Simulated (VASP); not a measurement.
Wanted: the native input for a VASP 6.6.1 run.

```
Task                   : single point
Functional             : PBE
Potentials or basis    : VASP PAW PBE potentials, release 64 (Ti_sv, C)
Cutoff                 : 520 eV
k mesh                 : 10 × 10 × 10
Occupations            : gaussian, width 0.029 eV
Spin                   : no spin polarisation
Dipole correction      : no
Further INCAR settings : ALGO = Normal; EDIFF = 1e-06; NBANDS = 15
```

The structure of TiC lies in POSCAR:

```
TiC
1.0
    3.0420900000      0.0000000000      0.0000000000
   -1.5210400000      2.6345200000      0.0000000000
    0.0000000000      0.0000000000      2.6979700000
Ti C
1 1
Direct
    0.0000000000      0.0000000000      0.5000000000
    0.3333300000      0.6666700000      0.0000000000
```

One way to write it, as run:

INCAR

```
SYSTEM = TiC
  ALGO = Normal
  EDIFF = 1E-6
  ENCUT = 520
  GGA = PE
  ISIF = 2
  ISMEAR = 0
  LASPH = .TRUE.
  LCHARG = .FALSE.
  LREAL = .FALSE.
  LWAVE = .FALSE.
  NBANDS = 15
  NELM = 60
  PREC = Accurate
  SIGMA = 0.028999999999999998
```

KPOINTS

```
k-points
0
G
  10 10 10
  0 0 0
```

Potentials or basis: VASP PAW PBE potentials, release 64 (Ti_sv, C).

The run is started by

```console
$ cat potpaw_PBE.64/Ti_sv/POTCAR potpaw_PBE.64/C/POTCAR > POTCAR
$ mpirun -np 1 vasp_std > vasp.out
```

Results of the run:

| Item | Value |
| --- | --- |
| Pressure | 0.3 GPa |
| Band gap on the k mesh | zero (band 8 reaches 8.68 eV, above the bottom of band 9 at 8.61 eV) |

It took 18 s on 1 thread of Intel(R) Xeon(R) 6975P-C (Granite Rapids) (shared host), peak memory 0.18 GiB.
